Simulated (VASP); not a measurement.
# AgCl: relaxation of cell and atoms with PBEsol

AgCl:

```xyz
2
Lattice="0.0000 2.7238 2.7238 2.7238 0.0000 2.7238 2.7238 2.7238 0.0000" Properties=species:S:1:pos:R:3 pbc="T T T"
Ag    0.0000    0.0000    0.0000
Cl    2.7238    2.7238    2.7238
```

```json
{
  "Program": "VASP 6.6.1",
  "Task": "relaxation of cell and atoms",
  "Functional": "PBEsol",
  "Potentials or basis": "VASP PAW PBE potentials, release 64 (Ag, Cl)",
  "Cutoff": "500 eV",
  "k mesh": "8 × 8 × 8",
  "Occupations": "gaussian, width 0.01 eV",
  "Spin": "no spin polarisation",
  "Target pressure": "15 GPa",
  "Dipole correction": "no",
  "Further INCAR settings": "ALGO = Normal; EDIFF = 1e-07; IBRION = 2; EDIFFG = -0.002; NSW = 100; ISIF = 3"
}
```

```
Relaxed volume                                             : 17.04 Å³/atom
Relaxed cell                                               : a = 3.639 Å, b = 3.639 Å, c = 3.639 Å, α = 60.00°, β = 60.00°, γ = 60.00°
Space group after relaxing (to 0.1 Å)                      : Fm-3m (No. 225)
Energy change on relaxing (the run minimises the enthalpy) : +123.0 meV/atom
Ionic steps                                                : 6
Pressure after relaxing                                    : 15.0 GPa
Band gap on the k mesh                                     : 0.80 eV (least direct gap 3.31 eV)
```

The path:
```
step  energy change (eV)  largest force (eV/Å)  pressure (GPa)  volume (Å³)
   1              0.0000                0.0000           -0.09        40.41
   2              0.8140                0.0000           34.84        30.27
   3              0.2377                0.0000           14.66        34.17
   4              0.2487                0.0000           15.11        34.05
   5              0.2437                0.0000           14.92        34.11
   6              0.2460                0.0000           15.00        34.08
```

Final structure:
```
Ag Cl
1.0
     0.00000    2.57331    2.57331
     2.57331    0.00000    2.57331
     2.57331    2.57331    0.00000
Ag Cl
1 1
Cartesian
  0.0000 2.5733 2.5733
  2.5733 2.5733 2.5733
```

Levels at points of the mesh, in eV from the valence-band top:
| k point | band 6 | band 7 | band 8 | band 9 | band 10 | band 11 | band 12 | band 13 |
| --- | --- | --- | --- | --- | --- | --- | --- | --- |
| (0.00, 0.00, 0.00) | -3.59 | -3.34 | -3.34 | -3.34 | 0.80 | 10.64 | 10.64 | 10.64 |
| (0.50, 0.00, 0.00) | -3.00 | -2.53 | 0.00 | 0.00 | 3.31 | 6.98 | 6.98 | 7.83 |
| (0.50, 0.50, 0.00) | -3.27 | -2.80 | -2.80 | -2.48 | 1.78 | 7.53 | 9.25 | 12.58 |

Run time: 27 s on 1 thread of Intel(R) Xeon(R) 6975P-C (Granite Rapids), on a shared host, peak memory 0.17 GiB.

Caveat: the cell is relaxed towards a set pressure, so the run minimises the enthalpy, not the energy; the volume moved by over 15 % at a fixed basis, so the end points are rough; the PAW data sets were made with another functional, which shifts forces and pressure a little. A k mesh can miss the band edges.
